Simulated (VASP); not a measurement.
# SmO3 (Fm-3m) in VASP: notebook, part 2 of 2

VASP 6.6.1. Earlier steps stand in the parts before.

## 4. Single point, PBE

This run uses another cell than the first one, of 11.34 Å³/atom, 0.997 times its volume.

The input, INCAR:

```
SYSTEM = SmO3
ALGO = Normal ; EDIFF = 1E-6
ENCUT = 520 ; GGA = PE
ISIF = 2 ; ISMEAR = 0
LASPH = .True. ; LCHARG = .True.
LELF = .True. ; LREAL = .False.
LVHAR = .True. ; LWAVE = .False.
NBANDS = 25 ; NELM = 100
PREC = Accurate ; SIGMA = 0.1
```

The input, KPOINTS:

```
k-points
0
Gamma
  14 14 14
  0 0 0
```

The input, POSCAR:

```
SmO3
1.0
    0.0000000000      2.8303420867      2.8303420867
    2.8303420867      0.0000000000      2.8303420867
    2.8303420867      2.8303420867      0.0000000000
Sm O
1 3
Direct
    0.0000000000      0.0000000000      0.0000000000
    0.2500000000      0.2500000000      0.2500000000
    0.7500000000      0.7500000000      0.7500000000
    0.5000000000      0.5000000000      0.5000000000
```

Run with:

```sh
> cat potpaw_PBE.64/Sm/POTCAR potpaw_PBE.64/O/POTCAR > POTCAR
> mpirun -np 1 vasp_std > vasp.out
```

Run time: 7.9 min. Hardware: 1 thread of AMD EPYC 7R43 (Zen 3), shared host; peak memory 0.27 GiB.

It converged, with:

* Free energy: -25.5222 eV
* Pressure: -14.9 GPa
* Band gap on the k mesh: zero (band 17 reaches 2.72 eV, above the bottom of band 18 at 2.62 eV)

Levels at points of the mesh, in eV from the Fermi level:
```tsv
k point	band 15	band 16	band 17	band 18	band 19	band 20
(0.00, 0.00, 0.00)	0.02	0.02	0.08	0.08	0.08	0.12
(0.50, 0.00, 0.00)	-0.34	-0.02	-0.02	0.02	0.03	0.10
(0.50, 0.50, 0.00)	-0.42	-0.42	-0.08	0.08	0.08	0.14
```

Caveat: spin-orbit coupling is left out, which moves the levels of the heavy elements; the run has no spin polarisation, though such a crystal can be magnetic; without U or exact exchange the open f shell lies at the Fermi level, which spoils levels, moments and volumes. With open d or f shells a metallic result of PBE can be an artefact of self-interaction; +U or a hybrid may open a gap.

## 5. Relaxation of cell and atoms, PBE

The input, INCAR:

```
SYSTEM = SmO3
PREC     = Accurate       ! precision mode
ENCUT    = 600            ! plane-wave cutoff, eV
EDIFF    = 1E-7           ! SCF threshold, eV
ISMEAR   = 0              ! smearing method
SIGMA    = 0.1            ! smearing width, eV
LREAL    = .FALSE.        ! projectors in reciprocal space
LASPH    = .TRUE.         ! aspherical terms in the spheres
NELM     = 100            ! most SCF steps
ALGO     = Normal         ! electronic algorithm
ISIF     = 3              ! what is computed and relaxed
LWAVE    = .FALSE.        ! write WAVECAR
LCHARG   = .FALSE.        ! write CHGCAR
GGA      = PE             ! functional
IBRION   = 2              ! ionic algorithm
NSW      = 100            ! ionic steps
EDIFFG   = -0.01          ! ionic threshold
```

The input, KPOINTS:

```
regular mesh
0
G
  14 14 14
  0 0 0
```

The input, POSCAR:

```
SmO3
1.0
    0.0000000000      2.8330841247      2.8330841247
    2.8330841247      0.0000000000      2.8330841247
    2.8330841247      2.8330841247      0.0000000000
Sm O
1 3
Direct
    0.0000000000      0.0000000000      0.0000000000
    0.2500000000      0.2500000000      0.2500000000
    0.7500000000      0.7500000000      0.7500000000
    0.5000000000      0.5000000000      0.5000000000
```

Potentials or basis: VASP PAW PBE potentials, release 64 (Sm, O).

Run with:

```sh
> cat potpaw_PBE.64/Sm/POTCAR potpaw_PBE.64/O/POTCAR > POTCAR
> mpirun -np 1 vasp_std > vasp.out
```

OUTCAR:

```text
SYSTEM = SmO3
   PREC = Accurate
   ENCUT = 600
   EDIFF = 1E-7
   ISMEAR = 0
   LREAL = .FALSE.
   LASPH = .TRUE.
   NELM = 100
   ISIF = 3
   GGA = PE
   IBRION = 2
   NSW = 100
   EDIFFG = -0.01

 ion  position               nearest neighbor table
   1  0.000  0.000  0.000-   3 2.45   3 2.45   3 2.45   2 2.45   3 2.45   2 2.45   2 2.45   2 2.45

   2  0.250  0.250  0.250-   1 2.45   1 2.45   1 2.45   1 2.45
   3  0.750  0.750  0.750-   1 2.45   1 2.45   1 2.45   1 2.45
   4  0.500  0.500  0.500-

  LATTYP: Found a face centered cubic cell.
 ALAT       =     5.6661682494

  Lattice vectors:

 A1 = (   0.0000000000,   2.8330841247,   2.8330841247)
 A2 = (   2.8330841247,   0.0000000000,   2.8330841247)
 A3 = (   2.8330841247,   2.8330841247,   0.0000000000)

[... 260 lines left out ...]
  ---------------------------------------------------
  free energy    TOTEN  =       -25.78134351 eV

  energy without entropy =      -25.63113020  energy(sigma->0) =      -25.70623686

 E-fermi :   3.6865     XC(G=0): -12.5614

 val. band max:        3.6865270111   @ k =  -0.2857   0.0714   0.0000
 cond. band min:       3.6866572496   @ k =  -0.3571   0.4286   0.2143
 fundamental gap:      0.0001302385
 Fermi energy:         3.6865460020

 k-point     1 :       0.0000    0.0000    0.0000
  band No.  band energies     occupation
      1     -34.6651      2.00000
      2     -15.1039      2.00000
      3     -13.8861      2.00000
      4     -13.8861      2.00000
      5     -13.8861      2.00000
      6     -12.7066      2.00000
[... 565 lines left out ...]
     20       3.9845      0.00003
     21       4.1700      0.00000

 [... further k-points ...]

------------------------ aborting loop because EDIFF is reached ----------------------------------------

  FORCE on cell =-STRESS in cart. coord.  units (eV):
  Direction    XX          YY          ZZ          XY          YZ          ZX
  --------------------------------------------------------------------------------------
  -------------------------------------------------------------------------------------
  Total       -0.0138413     -0.0138413     -0.0138413      0.0000000     -0.0000000      0.0000000
  in kB       -0.5472555     -0.5472555     -0.5472555      0.0000000     -0.0000000      0.0000000
  external PRESSURE =      -0.5472555 kB  Pullay stress =       0.0000000 kB
[... 19 lines left out ...]
  FREE ENERGIE OF THE ION-ELECTRON SYSTEM (eV)
  ---------------------------------------------------
  free  energy   TOTEN  =       -25.7813435125 eV

  energy  without entropy=      -25.6311301997  energy(sigma->0) =      -25.70623686

 reached required accuracy - stopping structural energy minimisation
```

CONTCAR:

```text
SmO3
   1.00000000000000
     0.0000000000000000    2.7261900431798258    2.7261900431798258
     2.7261900431798258   -0.0000000000000000    2.7261900431798258
     2.7261900431798258    2.7261900431798258    0.0000000000000000
  Sm              O
     1     3
Direct
     0.0000000000000000    0.0000000000000000    0.0000000000000000
     0.2500000000000000    0.2500000000000000    0.2500000000000000
     0.7500000000000000    0.7500000000000000    0.7500000000000000
     0.5000000000000000    0.5000000000000000    0.5000000000000000

  0.00000000E+00  0.00000000E+00  0.00000000E+00
  0.00000000E+00  0.00000000E+00  0.00000000E+00
  0.00000000E+00  0.00000000E+00  0.00000000E+00
  0.00000000E+00  0.00000000E+00  0.00000000E+00
```

It took 24 min on 1 thread of AMD EPYC 7R43 (Zen 3), shared host; peak memory 0.25 GiB.

Results:

```yaml
Free_energy: -25.7813 eV
Relaxed_volume: 10.13 Å³/atom
Relaxed_cell: a = 3.855 Å, b = 3.855 Å, c = 3.855 Å, α = 60.00°, β = 60.00°, γ = 60.00°
Space_group_after_relaxing_to_0.05_Å: Fm-3m (No. 225)
Energy_gained_by_relaxing: 66.7 meV/atom
Ionic_steps: 3
Pressure_after_relaxing: -0.1 GPa
Band_gap_on_the_k_mesh: zero (band 17 reaches 3.82 eV, above the bottom of band 18 at 3.66 eV)
```

Step by step:
| step | energy change (eV) | largest force (eV/Å) | pressure (GPa) | volume (Å³) |
| --- | --- | --- | --- | --- |
| 1 | 0.0000 | 0.0000 | -15.36 | 45.48 |
| 2 | -0.2173 | 0.0000 | 9.66 | 38.68 |
| 3 | -0.2666 | 0.0000 | -0.05 | 40.52 |

Final structure:
```
Sm O
1.0
     0.00000    2.72619    2.72619
     2.72619    0.00000    2.72619
     2.72619    2.72619    0.00000
Sm O
1 3
Direct
  0.00000 0.00000 0.00000
  0.25000 0.25000 0.25000
  0.75000 0.75000 0.75000
  0.50000 0.50000 0.50000
```

Levels at points of the mesh, in eV from the Fermi level:
```
           k point  band 13  band 14  band 15  band 16  band 17  band 18  band 19  band 20  band 21
(0.00, 0.00, 0.00)    -3.20     0.02     0.02     0.02     0.13     0.13     0.13     0.17     0.76
(0.50, 0.00, 0.00)    -1.97    -0.47    -0.47    -0.03    -0.03     0.02     0.04     0.10     0.44
(0.50, 0.50, 0.00)    -1.65    -1.38    -0.53    -0.53    -0.12     0.10     0.10     0.19     0.89
```

Caveat: spin-orbit coupling is left out, which moves the levels of the heavy elements; the run has no spin polarisation, though such a crystal can be magnetic; without U or exact exchange the open f shell lies at the Fermi level, which spoils levels, moments and volumes.

## 6. The runs side by side

| task | cell | k mesh | cutoff (eV) | gap on the mesh (eV) | pressure (GPa) | relaxed volume (Å³/atom) |
| --- | --- | --- | --- | --- | --- | --- |
| single point | a = 4.007 Å, angles 60.0°, 4 atoms | 6 × 6 × 6 | 520 | none | -15.0 | - |
| relaxation of cell and atoms | relaxed from a = 4.389 Å, angles 60.0°, 4 atoms | 6 × 6 × 6 | 600 | none | 0.2 | 10.14 |
| single point | a = 4.003 Å, angles 60.0°, 4 atoms | 14 × 14 × 14 | 520 | none | -14.9 | - |
| relaxation of cell and atoms | relaxed from a = 4.007 Å, angles 60.0°, 4 atoms | 14 × 14 × 14 | 600 | none | -0.1 | 10.13 |

Alike in all rows: level PBE; potentials or basis VASP PAW PBE potentials, release 64 (Sm, O); no spin polarisation; smearing gaussian 0.1 eV.

Caveats: spin-orbit coupling is left out, which moves the levels of the heavy elements; the run has no spin polarisation, though such a crystal can be magnetic; without U or exact exchange the open f shell lies at the Fermi level, which spoils levels, moments and volumes; the electronic state changed during the relaxation (some runs); the volume moved by over 15 % at a fixed basis, so the end points are rough (some runs).

Absolute energies hang on the potentials; compare differences alone.
